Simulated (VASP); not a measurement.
Set up this calculation in VASP 6.6.1, as the native input.

| Quantity | Value |
| --- | --- |
| Task | single point |
| Functional | PBEsol |
| Potentials or basis | VASP PAW PBE potentials, release 64 (Zn, O, H) |
| Cutoff | 520 eV |
| k mesh | 4 × 4 × 8 |
| Occupations | gaussian, width 0.05 eV |
| Spin | no spin polarisation |
| Dipole correction | no |
| Further INCAR settings | ALGO = Normal; EDIFF = 1e-06; NBANDS = 46 |

The structure of Zn4HO4 (a cell with a defect) lies in POSCAR:

```
Zn4HO4
1.0
    5.5148137916      0.0000000000      0.0000000000
    0.0000000000      5.5148137916      0.0000000000
    0.0000000000      0.0000000000      3.2430062931
Zn O H
4 4 1
Direct
    0.1820657240      0.1820657240      0.5000000000
    0.8179342760      0.8179342760      0.5000000000
    0.6820657240      0.3179342760      0.0000000000
    0.3179342760      0.6820657240      0.0000000000
    0.8180023132      0.1819976868      0.5000000000
    0.1819976868      0.8180023132      0.5000000000
    0.6819976868      0.6819976868      0.0000000000
    0.3180023132      0.3180023132      0.0000000000
    1.0000405349      0.0819976868      0.1000000000
```

The input as run:

INCAR

```
SYSTEM = Zn4HO4
PREC     = Accurate       ! precision mode
ENCUT    = 520            ! plane-wave cutoff, eV
EDIFF    = 1E-6           ! SCF threshold, eV
ISMEAR   = 0              ! smearing method
SIGMA    = 0.05           ! smearing width, eV
LREAL    = .FALSE.        ! projectors in reciprocal space
LASPH    = .TRUE.         ! aspherical terms in the spheres
NELM     = 60             ! most SCF steps
ALGO     = Normal         ! electronic algorithm
ISIF     = 2              ! what is computed and relaxed
LWAVE    = .FALSE.        ! write WAVECAR
LCHARG   = .FALSE.        ! write CHGCAR
GGA      = PS             ! functional
NBANDS   = 46             ! bands
```

KPOINTS

```
Automatic mesh
0
G
  4 4 8
  0 0 0
```

Potentials or basis: VASP PAW PBE potentials, release 64 (Zn, O, H).

Launch:

```bash
$ cat potpaw_PBE.64/Zn/POTCAR potpaw_PBE.64/O/POTCAR potpaw_PBE.64/H/POTCAR > POTCAR
$ mpirun -np 1 vasp_std > vasp.out
```

It gave:

The pressure is 5.5 GPa. The largest force is 0.771 eV/Å.

Caveat: the PAW data sets were made with another functional, which shifts forces and pressure a little; an odd number of electrons without spin polarisation forces a metal; a magnetic or distorted state may lie lower.

It took 7.1 min on 1 thread of AMD EPYC 7R43 64-Core Processor (Zen 3) (shared host), peak memory 0.31 GiB.
